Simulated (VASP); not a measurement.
Write the native input for VASP 6.6.1 that does the following.

* Task: single point
* Functional: PBE
* Potentials or basis: VASP PAW PBE potentials, release 64 (Ag)
* Cutoff: 520 eV
* k mesh: 20 × 20 × 20
* Occupations: gaussian, width 0.15 eV
* Spin: no spin polarisation
* Dipole correction: no
* Further INCAR settings: ALGO = Fast; EDIFF = 1e-07; NBANDS = 12

The structure of Ag lies in POSCAR:

```
Ag
1.0
   -1.6473757300      1.6556540000      1.6556540000
    1.6473757300     -1.6556540000      1.6556540000
    1.6473757300      1.6556540000     -1.6556540000
Ag
1
Direct
    0.0000000000      0.0000000000      0.0000000000
```

This isn't the form of Ag at room conditions, which is fcc.

These files were run (other wordings do the same):

INCAR

```
SYSTEM = Ag
ALGO     = Fast           ! electronic algorithm
EDIFF    = 1E-7           ! SCF threshold, eV
ENCUT    = 520            ! plane-wave cutoff, eV
GGA      = PE             ! functional
ISIF     = 2              ! what is computed and relaxed
ISMEAR   = 0              ! smearing method
LASPH    = .TRUE.         ! aspherical terms in the spheres
LCHARG   = .FALSE.        ! write CHGCAR
LREAL    = .FALSE.        ! projectors in reciprocal space
LWAVE    = .FALSE.        ! write WAVECAR
NBANDS   = 12             ! bands
NELM     = 60             ! most SCF steps
PREC     = Accurate       ! precision mode
SIGMA    = 0.15           ! smearing width, eV
```

KPOINTS

```
k-points
0
G
  20 20 20
  0 0 0
```

Potentials or basis: VASP PAW PBE potentials, release 64 (Ag).

Run with:

```sh
$ cat potpaw_PBE.64/Ag/POTCAR > POTCAR
$ mpirun -np 1 vasp_std > vasp.out
```

It gave:

```yaml
Pressure: -0.3 GPa
Band_gap_on_the_k_mesh: zero (an odd number of electrons rules out a gap without spin polarisation)
```

It took 35 s on 1 thread of Intel(R) Xeon(R) 6975P-C (Granite Rapids), on a shared host, peak memory 0.25 GiB.
